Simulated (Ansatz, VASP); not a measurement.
## Two plane-wave programs on Ta2N

File INCAR:

```
PREC = Accurate
ENCUT = 520
EDIFF = 1E-6
ISMEAR = 0
SIGMA = 0.15
LREAL = False
LASPH = True
NELM = 80
ALGO = Normal
ISIF = 2
LWAVE = False
LCHARG = True
GGA = CA
LELF = True
LVHAR = True
NBANDS = 50
```

The input KPOINTS:

```
Automatic mesh
0
Gamma
  9 9 8
```

Contents of POSCAR:

```
Ta2N
1.0
    5.1282710815      0.0000000000      0.0000000000
   -2.5641355407      4.4412130340      0.0000000000
    0.0000000000      0.0000000000      5.0769883706
Ta N
6 3
Direct
    0.7027876405      0.7027876405      0.7526041962
    0.0000000000      0.2972123595      0.7526041962
    0.2972123595      0.0000000000      0.7526041962
    0.2972123595      0.2972123595      0.2473958038
    0.0000000000      0.7027876405      0.2473958038
    0.7027876405      0.0000000000      0.2473958038
    0.6666666667      0.3333333333      0.5000000000
    0.3333333333      0.6666666667      0.5000000000
    0.0000000000      0.0000000000      0.0000000000
```

Input for Ansatz:

```yaml
crystal:
  lattice:
    - [5.1282710815, 0.0, 0.0]
    - [-2.5641355407, 4.441213034, 0.0]
    - [0.0, 0.0, 5.0769883706]
  atoms:
    - { symbol: Ta, position: [0.7027876405, 0.7027876405, 0.7526041962] }
    - { symbol: Ta, position: [0.0, 0.2972123595, 0.7526041962] }
    - { symbol: Ta, position: [0.2972123595, 0.0, 0.7526041962] }
    - { symbol: Ta, position: [0.2972123595, 0.2972123595, 0.2473958038] }
    - { symbol: Ta, position: [0.0, 0.7027876405, 0.2473958038] }
    - { symbol: Ta, position: [0.7027876405, 0.0, 0.2473958038] }
    - { symbol: "N", position: [0.6666666667, 0.3333333333, 0.5] }
    - { symbol: "N", position: [0.3333333333, 0.6666666667, 0.5] }
    - { symbol: "N", position: [0.0, 0.0, 0.0] }
basis:
  ecutwfc: 520.0
kpoints:
  mp_grid: { grid: [9, 9, 8] }
hamiltonian:
  xc: lda
  pseudopotentials: { kind: paw, azcp: { folder: soft_1 } }
scf:
  occupations: { method: gaussian, width: 0.15 }
output:
  forces: true
  stress: true
  eigenvalues: true
```

Alike in both runs: task single point; functional LDA; k mesh 9 × 9 × 8; occupations gaussian, width 0.15 eV; no spin polarisation.

|  | VASP | Ansatz |
| --- | --- | --- |
| version | VASP 6.6.1 | Ansatz 0.2.0 |
| potentials or method | VASP PAW LDA potentials, release 64 (Ta_pv, N), cutoff 520 eV | scalar-relativistic, plane waves, PAW |
| valence electrons in the cell | 81 | 93 |

Ansatz gave:

```
gap on the k mesh at the Fermi level (eV)                     : none
pressure (GPa)                                                : 14.4
traceless stress, the component that is largest in VASP (GPa) : -13.97
rms of the force components (eV/Å)                            : 3.313
```

Problem. Estimate VASP's values.

Solution. gap on the k mesh at the Fermi level (eV): none; pressure (GPa): 16.2; traceless stress, the component that is largest in VASP (GPa): -13.91; rms of the force components (eV/Å): 3.346.

Ansatz warns that its potentials were made for another functional, while VASP's fit it. LDA's correlation is that of Perdew and Zunger in VASP and of Perdew and Wang (1992) in Ansatz. Atom by atom the forces differ by 0.034 eV/Å (rms over components). A gap of «none» marks a metal or a gap that the smearing closes. VASP's potentials hold 81 valence electrons a cell and Ansatz's 93, so a difference there can come from the potentials and not from the codes.

Neither program's run includes spin-orbit coupling.
